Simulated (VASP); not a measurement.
A run of VASP 6.6.1 is set up as follows.

INCAR

```
  PREC = Accurate
  ENCUT = 520
  EDIFF = 1E-6
  ISMEAR = -1
  SIGMA = 0.03
  LREAL = False
  LASPH = True
  NELM = 100
  ALGO = Normal
  ISIF = 2
  LWAVE = False
  LCHARG = False
  GGA = PS
  NBANDS = 49
```

File KPOINTS:

```
regular mesh
0
Gamma
  8 8 4
```

POSCAR

```
ZnGe3O4
1.0
    6.5814977340     -1.5122191729      0.0402876195
    6.5814977340      1.5122191729      0.0402876195
   -2.9470552191      0.0000000000      5.8551085335
Zn Ge O
1 3 4
Direct
    0.2611055472      0.2611055472      0.9016905642
    0.7291574599      0.7291574599      0.4068699290
    0.5202289635      0.5202289635      0.8726582420
    0.9792019261      0.9792019261      0.3089625359
    0.1231529070      0.1231529070      0.9432896470
    0.5553465568      0.5553465568      0.2133878170
    0.8602654616      0.8602654616      0.0212106849
    0.2095001877      0.2095001877      0.5698475998
```

Potentials or basis: VASP PAW PBE potentials, release 64 (Zn, Ge_d, O).

Launch:

```sh
$ cat potpaw_PBE.64/Zn/POTCAR potpaw_PBE.64/Ge_d/POTCAR potpaw_PBE.64/O/POTCAR > POTCAR
$ mpirun -np 1 vasp_std > vasp.out
```

(1) What does it give for the pressure?

(2) What does it give for the band gap on the k mesh?

(3) What does it give for the largest force?

## Answers

(1) 0.3 GPa.

(2) 1.67 eV (least direct gap 1.91 eV).

(3) 0.089 eV/Å.

Caveat: the PAW data sets were made with another functional, which shifts forces and pressure a little.
